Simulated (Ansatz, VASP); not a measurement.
## Two plane-wave programs on As

The input POSCAR:

```
As
1.0
    3.1304444090      0.0000000000      0.0000000000
   -1.5652222045      2.7110443833      0.0000000000
    0.0000000000      0.0000000000      5.0808770626
As
2
Direct
    0.3333333333      0.6666666667      0.2500000000
    0.6666666667      0.3333333333      0.7500000000
```

Contents of INCAR.step1:

```
SYSTEM = As
PREC     = Accurate       ! precision mode
ENCUT    = 600            ! plane-wave cutoff, eV
ISMEAR   = 0              ! smearing method
SIGMA    = 0.1            ! smearing width, eV
LREAL    = .False.        ! projectors in reciprocal space
LASPH    = .True.         ! aspherical terms in the spheres
NELM     = 100            ! most SCF steps
GGA      = PE             ! functional
ALGO     = Normal         ! electronic algorithm
EDIFF    = 1E-4           ! SCF threshold, eV
LWAVE    = .True.         ! write WAVECAR
LCHARG   = .False.        ! write CHGCAR
```

Contents of INCAR.step2:

```
SYSTEM = As
PREC     = Accurate       ! precision mode
ENCUT    = 600            ! plane-wave cutoff, eV
EDIFF    = 1E-6           ! SCF threshold, eV
ISMEAR   = 0              ! smearing method
SIGMA    = 0.1            ! smearing width, eV
LREAL    = .False.        ! projectors in reciprocal space
LASPH    = .True.         ! aspherical terms in the spheres
NELM     = 100            ! most SCF steps
ALGO     = Normal         ! electronic algorithm
ISIF     = 3              ! what is computed and relaxed
LWAVE    = .False.        ! write WAVECAR
LCHARG   = .False.        ! write CHGCAR
METAGGA  = R2SCAN         ! meta-GGA
LMIXTAU  = .True.       
IBRION   = 2              ! ionic algorithm
NSW      = 90             ! ionic steps
EDIFFG   = -0.04          ! ionic threshold
ISTART   = 1
```

Contents of KPOINTS:

```
Automatic mesh
0
Gamma
  6 6 4
  0 0 0
```

Input for Ansatz:

```yaml
crystal:
  lattice:
    - [3.130444409, 0.0, 0.0]
    - [-1.5652222045, 2.7110443833, 0.0]
    - [0.0, 0.0, 5.0808770626]
  atoms:
    - { symbol: As, position: [0.3333333333, 0.6666666667, 0.25] }
    - { symbol: As, position: [0.6666666667, 0.3333333333, 0.75] }
basis:
  ecutwfc: 500
kpoints:
  mp_grid: { grid: [6, 6, 4] }
hamiltonian:
  xc: r2scan
scf:
  occupations: { method: gaussian, width: 0.1 }
  lower_state_search: "off"
output:
  forces: true
  stress: true
  eigenvalues: true
relax:
  adjacent_minimum: "off"
  f_tol: 0.04
  max_steps: 70
  cell: { stress_tol: 0.4 }
```

Alike in both runs: task relaxation of cell and atoms; functional r2SCAN; k mesh 6 × 6 × 4; occupations gaussian, width 0.1 eV; no spin polarisation.

|  | VASP | Ansatz |
| --- | --- | --- |
| version | VASP 6.6.1 | Ansatz 0.2.0 |
| potentials or method | VASP PAW PBE potentials, release 64 (As), cutoff 600 eV | scalar-relativistic, plane waves, PAW |
| valence electrons in the cell | 10 | 30 |

Ansatz gave:

```
gap on the k mesh at the Fermi level, each at its own relaxed structure (eV) : none
relaxed volume (Å³/atom)                                                     : 18.90
relaxed cell length with the largest relative difference (Å)                 : 2.953
```

Problem. Estimate VASP's values.

Solution. gap on the k mesh at the Fermi level, each at its own relaxed structure (eV): none; relaxed volume (Å³/atom): 18.87; relaxed cell length with the largest relative difference (Å): 2.951.

VASP's potentials were made for PBE, not for r2SCAN. A gap of «none» marks a metal or a gap that the smearing closes. VASP's potentials hold 10 valence electrons a cell and Ansatz's 30, so a difference there can come from the potentials and not from the codes.

The k mesh is coarse, so the values compare programs but aren't converged.
